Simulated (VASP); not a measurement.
Li2Se:

```
CELL_PARAMETERS angstrom
0.00000 2.99266 2.99266
2.99266 0.00000 2.99266
2.99266 2.99266 0.00000
ATOMIC_POSITIONS crystal
Li 0.25000 0.25000 0.25000
Li 0.75000 0.75000 0.75000
Se 0.00000 0.00000 0.00000
```

Base run:

- Program: VASP 6.6.1
- Functional: RPBE
- Potentials or basis: VASP PAW PBE potentials, release 64 (Li_sv, Se)
- Cutoff: 750 eV
- k mesh: 8 × 8 × 8
- Occupations: methfessel-paxton, width 0.05 eV
- Spin: no spin polarisation

Its results: band gap on the k mesh 3.11 eV, indirect (least direct gap 3.60 eV); pressure 1.6 GPa.

Question: The run is repeated on the same cell with these changes: functional from RPBE to r2SCAN; cutoff from 750 eV to 830 eV; occupations from methfessel-paxton, width 0.05 eV to gaussian, width 0.05 eV. What comes out?

Answer: Band gap on the k mesh 3.46 eV, indirect (least direct gap 4.18 eV); pressure -0.1 GPa.

Caveats: the PAW data sets were made with another functional, which shifts forces and pressure a little.

A k mesh can miss the band edges.
